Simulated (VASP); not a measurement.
Ba: single point with PBE

Ba:

```
Ba
1.0
     3.91814    0.00000    0.00000
     0.00000    3.91814    0.00000
     0.00000    0.00000    3.58614
Ba
1
Direct
  0.50000 0.50000 0.50000
```

This cell differs from its parent crystal: strained.

| Property | Result |
| --- | --- |
| Program | VASP 6.6.1 |
| Task | single point |
| Functional | PBE |
| Potentials or basis | VASP PAW PBE potentials, release 64 (Ba_sv) |
| Cutoff | 520 eV |
| k mesh | 10 × 10 × 12 |
| Occupations | gaussian, width 0.1 eV |
| Spin | no spin polarisation |

| Property | Result |
| --- | --- |
| Pressure | 1.2 GPa |
| Band gap on the k mesh | zero (bands 5 and 6 overlap by 0.50 eV) |

Stress tensor (GPa, compression positive):
```
-0.03  0.00  0.00
 0.00 -0.03  0.00
 0.00  0.00  3.78
```

Levels at points of the mesh, in eV from the Fermi level:
| k point | band 3 | band 4 | band 5 | band 6 | band 7 | band 8 |
| --- | --- | --- | --- | --- | --- | --- |
| (0.00, 0.00, 0.00) | -13.85 | -13.53 | -2.55 | -0.05 | -0.02 | 5.00 |
| (0.50, 0.00, 0.00) | -13.78 | -13.46 | -0.68 | 0.47 | 0.96 | 2.64 |
| (0.50, 0.50, 0.00) | -14.51 | -13.40 | -1.09 | 0.51 | 3.65 | 3.65 |
| (0.00, 0.00, 0.50) | -13.68 | -13.68 | -0.24 | 0.94 | 1.37 | 2.28 |
| (0.50, 0.00, 0.50) | -14.39 | -13.62 | -1.25 | 1.08 | 2.76 | 3.48 |
| (0.50, 0.50, 0.50) | -14.29 | -14.29 | -0.36 | -0.36 | 0.33 | 4.09 |

It took 23 s on 1 thread of Intel(R) Xeon(R) 6975P-C (Granite Rapids), with other jobs on the host, peak memory 0.22 GiB.

Caveat: the cell differs from its parent crystal (strained); spin-orbit coupling is left out, which moves the levels of the heavy elements.
